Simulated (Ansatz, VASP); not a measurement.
# One calculation of Au, two programs

The input INCAR:

```
PREC = Accurate
ENCUT = 520
EDIFF = 1E-6
ISMEAR = -1
SIGMA = 0.1
LREAL = False
LASPH = True
NELM = 80
ALGO = Normal
ISIF = 2
LWAVE = False
LCHARG = False
GGA = CA
NBANDS = 18
```

Contents of KPOINTS:

```
Automatic mesh
0
Gamma
  12 12 12
```

File POSCAR:

```
Au
1.0
    0.0000000000      2.3927761841      2.3927761841
    2.3927761841      0.0000000000      2.3927761841
    2.3927761841      2.3927761841      0.0000000000
Au
2
Direct
   -0.1250000000     -0.1250000000     -0.1250000000
    0.1250000000      0.1250000000      0.1250000000
```

Input for Ansatz:

```yaml
crystal:
  lattice:
    - [0.0, 2.3927761841, 2.3927761841]
    - [2.3927761841, 0.0, 2.3927761841]
    - [2.3927761841, 2.3927761841, 0.0]
  atoms:
    - { symbol: Au, position: [-0.125, -0.125, -0.125] }
    - { symbol: Au, position: [0.125, 0.125, 0.125] }
kpoints:
  mp_grid: { grid: [12, 12, 12] }
scf:
  occupations: { method: fermi_dirac, width: 0.1 }
hamiltonian:
  xc: lda
  pseudopotentials: { kind: all_electron, lapw: { basis_error: 0.001 } }
output:
  forces: true
  stress: true
  eigenvalues: true
  populations: true
```

Change from the starting cell: volume scaled by 0.52, LAPW.

Alike in both runs: task single point; functional LDA; k mesh 12 × 12 × 12; occupations fermi-dirac, width 0.1 eV; no spin polarisation.

|  | VASP | Ansatz |
| --- | --- | --- |
| version | VASP 6.6.1 | Ansatz 0.2.0 |
| potentials or method | VASP PAW LDA potentials, release 64 (Au), cutoff 520 eV | all-electron LAPW, scalar-relativistic |

Ansatz gave:

```
pressure (GPa) : 301.2
```

Which values does VASP return?

Pressure (GPa): 289.6.

LDA's correlation is that of Perdew and Zunger in VASP and of Perdew and Wang (1992) in Ansatz. Both programs put the cell under a high pressure, so it lies far from rest at this level. Ansatz ran all-electron here, and VASP with PAW potentials.

Spin-orbit coupling is off throughout. Noted on VASP's run: the cell as given lies far from equilibrium.
